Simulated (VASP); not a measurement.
A run of VASP 6.6.1:

INCAR

```
SYSTEM = Co3Bi
  ALGO = Fast
  EDIFF = 1E-7
  ENCUT = 520
  GGA = PE
  ISIF = 2
  ISMEAR = 0
  ISPIN = 2
  LASPH = .True.
  LCHARG = .True.
  LELF = .True.
  LMAXMIX = 4
  LORBIT = 11
  LREAL = .False.
  LVHAR = .True.
  LWAVE = .False.
  MAGMOM = 2 2 2 0
  NBANDS = 33
  NELM = 150
  PREC = Accurate
  SIGMA = 0.1
```

Contents of KPOINTS:

```
k-points
0
Gamma
  12 12 12
  0 0 0
```

File POSCAR:

```
Co3Bi
1.0
    0.0000000000      3.0616054462      3.0616054462
    3.0616054462      0.0000000000      3.0616054462
    3.0616054462      3.0616054462      0.0000000000
Co Bi
3 1
Direct
    0.2500000000      0.2500000000      0.2500000000
    0.7500000000      0.7500000000      0.7500000000
    0.5000000000      0.5000000000      0.5000000000
    0.0000000000      0.0000000000      0.0000000000
```

Potentials or basis: VASP PAW PBE potentials, release 64 (Co, Bi_d).

Command:

```sh
$ cat potpaw_PBE.64/Co/POTCAR potpaw_PBE.64/Bi_d/POTCAR > POTCAR
$ mpirun -np 1 vasp_std > vasp.out
```

Hardware: 1 thread of Intel(R) Xeon(R) 6975P-C (Granite Rapids) (shared host).

**Question.** How long does it take, and how much memory?

**Answer.** Wall time 2.1 min on 1 thread of Intel(R) Xeon(R) 6975P-C (Granite Rapids) (shared host), peak memory 0.34 GiB. Counts: scf iterations 18, k points 72.
